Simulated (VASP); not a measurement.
La:

```
La
1.0
     3.78717    0.00000    0.00000
    -1.89358    3.27978    0.00000
     0.00000    0.00000   12.06209
La
4
Direct
  0.00000 0.00000 0.00000
  0.00000 0.00000 0.50000
  0.33333 0.66667 0.75000
  0.66667 0.33333 0.25000
```

Base run:

```yaml
Program: VASP 6.6.1
Functional: r2SCAN
Potentials_or_basis: VASP PAW PBE potentials, release 64 (La)
Cutoff: 520 eV
k_mesh: 10 × 10 × 3
Occupations: fermi-dirac, width 0.3 eV
Spin: no spin polarisation
```

Its results: band gap on the k mesh zero (bands 22 and 23 overlap by 1.31 eV); pressure 0.8 GPa.

Q: The run is repeated on the same cell with these changes: occupations from fermi-dirac, width 0.3 eV to fermi-dirac, width 0.03 eV. What comes out?

A: Band gap on the k mesh zero (bands 22 and 23 overlap by 1.29 eV); pressure 0.1 GPa.

Caveats: the PAW data sets were made with another functional, which shifts forces and pressure a little; spin-orbit coupling is left out, which moves the levels of the heavy elements; so wide a smearing shifts energies and pressures (at least some runs).
